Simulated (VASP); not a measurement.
# YAu (Cmcm) in VASP: single point with LDA

Aim: the single point of YAu with LDA.

Everything below comes from runs of VASP 6.6.1. Logs are shortened: lines on timing, memory, paths and dates and some standing lists are left out, and cuts for length are marked.

### Step 1. The cell of the first run

It takes space group Cmcm (No. 63, orthorhombic). Conventional cell: a = 3.656 Å, b = 10.758 Å, c = 4.551 Å, α = 90.00°, β = 90.00°, γ = 90.00°. Within 3.9 Å of Y (site symmetry m2m) lie 7 Au at 2.95 to 3.04 Å and 8 Y at 3.66 to 3.77 Å. Within 3.9 Å of Au (site symmetry m2m) lie 4 Au at 2.94 to 3.66 Å and 7 Y at 2.95 to 3.04 Å.

### Step 2. Single point, LDA

File INCAR:

```
  PREC = Accurate
  ENCUT = 520
  EDIFF = 1E-6
  ISMEAR = 0
  SIGMA = 0.1
  LREAL = False
  LASPH = True
  NELM = 100
  ALGO = Fast
  ISIF = 2
  LWAVE = False
  LCHARG = True
  LELF = True
  LVHAR = True
  NBANDS = 30
```

File KPOINTS:

```
Automatic mesh
0
Gamma
  12 12 10
```

File POSCAR:

```
YAu
1.0
    1.8279663487     -5.3790037776      0.0000000000
    1.8279663487      5.3790037776      0.0000000000
    0.0000000000      0.0000000000      4.5514702126
Y Au
2 2
Direct
    0.8608840105      0.1391159895      0.7500000000
    0.1391159895      0.8608840105      0.2500000000
    0.5868474091      0.4131525909      0.7500000000
    0.4131525909      0.5868474091      0.2500000000
```

Potentials or basis: VASP PAW LDA potentials, release 64 (Y_sv, Au).

Started as:

```console
> cat potpaw_LDA.64/Y_sv/POTCAR potpaw_LDA.64/Au/POTCAR > POTCAR
> mpirun -np 1 vasp_std > vasp.out
```

OUTCAR:

```text
PREC = Accurate
   ENCUT = 520
   EDIFF = 1E-6
   ISMEAR = 0
   LREAL = False
   LASPH = True
   NELM = 100
   ISIF = 2

 ion  position               nearest neighbor table
   1  0.861  0.139  0.750-   3 2.95   4 2.97   4 2.97   4 2.97   4 2.97   3 3.04   3 3.04   2 3.76
                             2 3.76   2 3.77   2 3.77   2 3.77   2 3.77
   2  0.139  0.861  0.250-   4 2.95   3 2.97   3 2.97   3 2.97   3 2.97   4 3.04   4 3.04   1 3.76
                             1 3.76   1 3.77   1 3.77   1 3.77   1 3.77
   3  0.587  0.413  0.750-   4 2.94   4 2.94   1 2.95   2 2.97   2 2.97   2 2.97   2 2.97   1 3.04
                             1 3.04
   4  0.413  0.587  0.250-   3 2.94   3 2.94   2 2.95   1 2.97   1 2.97   1 2.97   1 2.97   2 3.04
                             2 3.04

  LATTYP: Found a base centered orthorhombic cell.
 ALAT       =     3.6559326974
 B/A-ratio  =     2.9426164116
 C/A-ratio  =     1.2449545955

  Lattice vectors:

 A1 = (   1.8279663487,  -5.3790037776,   0.0000000000)
 A2 = (   1.8279663487,   5.3790037776,   0.0000000000)
 A3 = (   0.0000000000,   0.0000000000,   4.5514702126)

Analysis of symmetry for initial positions (statically):
=====================================================================
 Subroutine PRICEL returns:
 Original cell was already a primitive cell.

 Routine SETGRP: Setting up the symmetry group for a
 base centered orthorhombic supercell.

 Subroutine GETGRP returns: Found  8 space group operations
 (whereof  4 operations were pure point group operations)
 out of a pool of  8 trial point group operations.

The static configuration has the point symmetry C_2h.
 The point group associated with its full space group is D_2h.

Analysis of symmetry for dynamics (positions and initial velocities):
=====================================================================
 Subroutine PRICEL returns:
 Original cell was already a primitive cell.

 Routine SETGRP: Setting up the symmetry group for a
 base centered orthorhombic supercell.

 Subroutine GETGRP returns: Found  8 space group operations
 (whereof  4 operations were pure point group operations)
 out of a pool of  8 trial point group operations.

The dynamic configuration has the point symmetry C_2h.
 The point group associated with its full space group is D_2h.

 Subroutine INISYM returns: Found  8 space group operations
 (whereof  4 operations are pure point group operations),
 and found     1 'primitive' translations

----------------------------------------------------------------------------------------

                                     Primitive cell

  volume of cell :      89.5059

  direct lattice vectors                    reciprocal lattice vectors
     1.827966349 -5.379003778  0.000000000     0.273528011 -0.092954015  0.000000000
     1.827966349  5.379003778  0.000000000     0.273528011  0.092954015  0.000000000
     0.000000000  0.000000000  4.551470213     0.000000000  0.000000000  0.219709227

  length of vectors
     5.681121598  5.681121598  4.551470213     0.288891021  0.288891021  0.219709227

  position of ions in fractional coordinates (direct lattice)
     0.860884011  0.139115989  0.750000000
     0.139115989  0.860884011  0.250000000
     0.586847409  0.413152591  0.750000000
     0.413152591  0.586847409  0.250000000

  ion indices of the primitive-cell ions
   primitive index   ion index
                 1           1
                 2           2
                 3           3
                 4           4

----------------------------------------------------------------------------------------

 KPOINTS: Automatic mesh

Automatic generation of k-mesh.
 Grid dimensions read from file:
 generate k-points for:   12   12   10

 Generating k-lattice:

  Cartesian coordinates                     Fractional coordinates (reciprocal lattice)
     0.022794001 -0.007746168  0.000000000     0.083333333  0.000000000  0.000000000
     0.022794001  0.007746168  0.000000000     0.000000000  0.083333333  0.000000000
     0.000000000  0.000000000  0.021970923     0.000000000  0.000000000  0.100000000

  Length of vectors
     0.024074252  0.024074252  0.021970923

  Shift w.r.t. Gamma in fractional coordinates (k-lattice)
     0.000000000  0.000000000  0.000000000

 Subroutine IBZKPT returns following result:
 ===========================================

 Found    258 irreducible k-points:

 Following reciprocal coordinates:
            Coordinates               Weight
  0.000000  0.000000  0.000000      1.000000
  0.083333  0.000000  0.000000      4.000000
  0.166667  0.000000  0.000000      4.000000
  0.250000 -0.000000  0.000000      4.000000
  0.333333  0.000000  0.000000      4.000000
  0.416667  0.000000  0.000000      4.000000
[... 16 lines left out ...]
  0.500000  0.166667  0.000000      4.000000
 -0.416667  0.166667  0.000000      4.000000
 [... further k-points ...]
   k-points           NKPTS =    258   k-points in BZ     NKDIM =    258   number of bands    NBANDS=     30
   number of dos      NEDOS =    301   number of ions     NIONS =      4
   total plane-waves  NPLWV =  63504
   dimension x,y,z NGX =    42 NGY =   42 NGZ =   36
   dimension x,y,z NGXF=    84 NGYF=   84 NGZF=   72
   ions per type =               2   2
   NGX,Y,Z   is equivalent  to a cutoff of  12.29, 12.29, 13.15 a.u.
   NGXF,Y,Z  is equivalent  to a cutoff of  24.58, 24.58, 26.30 a.u.
 SYSTEM =  unknown system
   PREC   = accura    normal or accurate (medium, high low for compatibility)
   ISTART =      0    job   : 0-new  1-cont  2-samecut
   ICHARG =      2    charge: 1-file 2-atom 10-const
   ISPIN  =      1    spin polarized calculation?
   LNONCOLLINEAR =      F non collinear calculations
   LSORBIT =      F    spin-orbit coupling
   LASPH  =      T    aspherical Exc in radial PAW
   ENCUT  =  520.0 eV  38.22 Ry    6.18 a.u.  10.56 10.56  8.46*2*pi/ulx,y,z
   NELM   =    100;   NELMIN=  2; NELMDL= -5     # of ELM steps
   EDIFF  = 0.1E-05   stopping-criterion for ELM
   LREAL  =      F    real-space projection
   EDIFFG = 0.1E-04   stopping-criterion for IOM
   NSW    =      0    number of steps for IOM
   IBRION =     -1    ionic relax: 0-MD 1-quasi-New 2-CG
   NFREE  =      0    steps in history (QN), initial steepest desc. (CG)
   ISIF   =      2    stress and relaxation
   ISYM   =      2    0-nonsym 1-usesym 2-fastsym
   POTIM  = 0.5000    time-step for ionic-motion
   TEBEG  =    0.0;   TEEND  =   0.0 temperature during run
   PSTRESS=    0.0 pullay stress
   NELECT =      44.0000    total number of electrons
   NUPDOWN=      -1.0000    fix difference up-down
   EMIN   =  10.00;   EMAX   =-10.00  energy-range for DOS
   EFERMI =   0.00;   METHOD = LEGACY
   ISMEAR =     0;   SIGMA  =   0.10  broadening in eV -4-tet -1-fermi 0-gaus
   EFERMI_NEDOS =   21; number of points for ismear=-14 and -15
   IALGO  =     68    algorithm
   IMIX   =      4    mixing-type and parameters
     AMIX     =   0.40;   BMIX     =  1.00
     AMIX_MAG =   1.60;   BMIX_MAG =  1.00
  volume/ion in A,a.u.               =      22.38       151.00
  Fermi-wavevector in a.u.,A,eV,Ry     =   1.292038  2.441597 22.713036  1.669361
  Thomas-Fermi vector in A             =   2.423770
   LORBIT       =      0    0 simple, 1 ext, 2 COOP (PROOUT), +10 PAW based schemes
   GGA     = CA    functional components
   LHFCALC =     F    Hartree Fock is set to
   AEXX    =    0.0000 exact exchange contribution
   IVDW    =     0    specifies the selected vdW correction
   LEPSILON=     F    determine dielectric tensor
   LRPA    =     F    only Hartree local field effects (RPA)
 non-spin polarized calculation
 RMM-DIIS sequential band-by-band and
 Gauss-broadening in eV      SIGMA  =   0.10
  energy-cutoff  :      520.00
  volume of cell :       89.51
 maximum number of plane-waves:      2437
   NGX = 21   NGY = 21   NGZ = 17

 number of electron      44.0000005 magnetization

 Free energy of the ion-electron system (eV)
  ---------------------------------------------------
  ext. energy  EPLUGINS =         0.00000000
  ---------------------------------------------------
  free energy    TOTEN  =       -26.46739477 eV

  energy without entropy =      -26.45339443  energy(sigma->0) =      -26.46039460

 E-fermi :   6.2151     XC(G=0): -11.3154

 val. band max:        6.2125257742   @ k =   0.4167   0.1667   0.2000
 cond. band min:       6.2176721086   @ k =   0.0000   0.0000   0.4000
 fundamental gap:      0.0051463344
 Fermi energy:         6.2151347606

 k-point     1 :       0.0000    0.0000    0.0000
  band No.  band energies     occupation
      1     -36.2783      2.00000
      2     -36.2404      2.00000
      3     -16.5532      2.00000
      4     -16.4971      2.00000
      5     -16.3322      2.00000
      6     -16.3153      2.00000
[... 22 lines left out ...]
     29      10.3242      0.00000
     30      10.4646      0.00000

 k-point     2 :       0.0833    0.0000    0.0000
  band No.  band energies     occupation
      1     -36.2764      2.00000
      2     -36.2397      2.00000
      3     -16.5489      2.00000
      4     -16.4939      2.00000
      5     -16.3554      2.00000
      6     -16.3171      2.00000
[... 22 lines left out ...]
     29      10.2480      0.00000
     30      10.8078      0.00000

 k-point     3 :       0.1667    0.0000    0.0000
  band No.  band energies     occupation
      1     -36.2711      2.00000
      2     -36.2379      2.00000
      3     -16.5384      2.00000
      4     -16.4846      2.00000
      5     -16.4116      2.00000
      6     -16.3599      2.00000
[... 22 lines left out ...]
     29      10.0639      0.00000
     30      11.0077      0.00000

 k-point     4 :       0.2500   -0.0000    0.0000
  band No.  band energies     occupation
      1     -36.2636      2.00000
      2     -36.2357      2.00000
      3     -16.5315      2.00000
      4     -16.4851      2.00000
      5     -16.4704      2.00000
      6     -16.4221      2.00000
[... 616 lines left out ...]
     29       9.9473      0.00000
     30      10.9728      0.00000

 k-point    23 :       0.5000    0.1667    0.0000
  band No.  band energies     occupation
      1     -36.2508      2.00000
      2     -36.2385      2.00000
      3     -16.5818      2.00000
      4     -16.5310      2.00000
      5     -16.4307      2.00000
      6     -16.4257      2.00000
[... 22 lines left out ...]
     29      10.0361      0.00000
     30      10.1390      0.00000

 k-point    24 :      -0.4167    0.1667    0.0000
  band No.  band energies     occupation
      1     -36.2588      2.00000
      2     -36.2401      2.00000
      3     -16.5221      2.00000
      4     -16.4881      2.00000
      5     -16.4478      2.00000
      6     -16.4069      2.00000
[... 22 lines left out ...]
     29       9.6477      0.00000
     30      10.3737      0.00000

 [... further k-points ...]
[... 5 lines left out ...]
  --------------------------------------------------------------------------------------
  -------------------------------------------------------------------------------------
  Total        0.0352654      0.0552181      0.0763803      0.0000000      0.0000000      0.0000000
  in kB        0.6312588      0.9884165      1.3672251      0.0000000      0.0000000      0.0000000
  external PRESSURE =       0.9956335 kB  Pullay stress =       0.0000000 kB

 VOLUME and BASIS-vectors are now :
 -----------------------------------------------------------------------------
  energy-cutoff  :      520.00
  volume of cell :       89.51
      direct lattice vectors                 reciprocal lattice vectors
     1.827966349 -5.379003778  0.000000000     0.273528011 -0.092954015  0.000000000
     1.827966349  5.379003778  0.000000000     0.273528011  0.092954015  0.000000000
     0.000000000  0.000000000  4.551470213     0.000000000  0.000000000  0.219709227

 POSITION                                       TOTAL-FORCE (eV/Angst)
 -----------------------------------------------------------------------------------
      1.82797     -3.88239      3.41360         0.000000      0.004418      0.000000
      1.82797      3.88239      1.13787         0.000000     -0.004418     -0.000000
      1.82797     -0.93431      3.41360         0.000000     -0.000743     -0.000000
      1.82797      0.93431      1.13787         0.000000      0.000743      0.000000
 -----------------------------------------------------------------------------------
    total drift:                               -0.000000     -0.000000      0.000000

  FREE ENERGIE OF THE ION-ELECTRON SYSTEM (eV)
  ---------------------------------------------------
  free  energy   TOTEN  =       -26.4673947693 eV

  energy  without entropy=      -26.4533944266  energy(sigma->0) =      -26.46039460
```

Run time: 21 min. Hardware: 1 thread of Intel Xeon Platinum 8488C (Sapphire Rapids), shared host; peak memory 0.71 GiB.

What came out:

```
Free energy            : -26.4674 eV
Pressure               : 0.1 GPa
Largest force          : 0.004 eV/Å
Band gap on the k mesh : zero (bands 22 and 23 overlap by 1.67 eV)
```

Forces on the atoms (eV/Å):
```
Y    0.000  0.004  0.000
Y    0.000 -0.004  0.000
Au   0.000 -0.001  0.000
Au   0.000  0.001  0.000
```

Caveat: spin-orbit coupling is left out, which moves the levels of the heavy elements.
